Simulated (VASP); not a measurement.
Write the native input for VASP 6.6.1 that does the following.

```yaml
Task: single point
Functional: r2SCAN
Potentials_or_basis: VASP PAW PBE potentials, release 64 (Sc_sv, Al)
Cutoff: 520 eV
k_mesh: 16 × 16 × 16
Occupations: gaussian, width 0.1 eV
Spin: no spin polarisation
Dipole_correction: no
Further_INCAR_settings: ALGO = Normal; EDIFF = 1e-07; NBANDS = 14
```

Crystal: ScAl.

```
CELL_PARAMETERS angstrom
3.16695 0.00000 0.00000
0.00000 3.16695 0.00000
0.00000 0.00000 3.16695
ATOMIC_POSITIONS crystal
Sc 0.50000 0.50000 0.50000
Al 0.00000 0.00000 0.00000
```

This cell differs from its parent crystal: equal strain along all axes, cell held: -6.0 %.

One way to write it, as run:

POSCAR

```
ScAl
1.0
    3.1669494277      0.0000000000      0.0000000000
    0.0000000000      3.1669494277      0.0000000000
    0.0000000000      0.0000000000      3.1669494277
Sc Al
1 1
Direct
    0.5000000000      0.5000000000      0.5000000000
    0.0000000000      0.0000000000      0.0000000000
```

INCAR.step1

```
ALGO = Normal ; EDIFF = 1E-4
ENCUT = 520 ; GGA = PE
ISMEAR = 0 ; LASPH = T
LCHARG = F ; LREAL = F
LWAVE = T ; NBANDS = 14
NELM = 60 ; PREC = Accurate
SIGMA = 0.1
```

INCAR.step2

```
ALGO = Normal ; EDIFF = 1E-7
ENCUT = 520 ; ISIF = 2
ISMEAR = 0 ; ISTART = 1
LASPH = T ; LCHARG = F
LMIXTAU = T ; LREAL = F
LWAVE = F ; METAGGA = R2SCAN
NBANDS = 14 ; NELM = 60
PREC = Accurate ; SIGMA = 0.1
```

KPOINTS

```
k-points
0
Gamma
  16 16 16
```

Potentials or basis: VASP PAW PBE potentials, release 64 (Sc_sv, Al).

Run with:

```console
$ cat potpaw_PBE.64/Sc_sv/POTCAR potpaw_PBE.64/Al/POTCAR > POTCAR
$ cp INCAR.step1 INCAR
$ mpirun -np 1 vasp_std > vasp.out
$ cp INCAR.step2 INCAR
$ mpirun -np 1 vasp_std > vasp.out
```

It gave:

```
Pressure               : 22.2 GPa
Band gap on the k mesh : zero (band 7 reaches 8.03 eV, above the bottom of band 8 at 6.74 eV)
```

Caveat: the cell differs from its parent crystal (equal strain along all axes, cell held: -6.0 %); the PAW data sets were made with another functional, which shifts forces and pressure a little.

Run time: 3 min on 1 thread of Intel(R) Xeon(R) Platinum 8488C (Sapphire Rapids), on a shared host, peak memory 0.2 GiB.
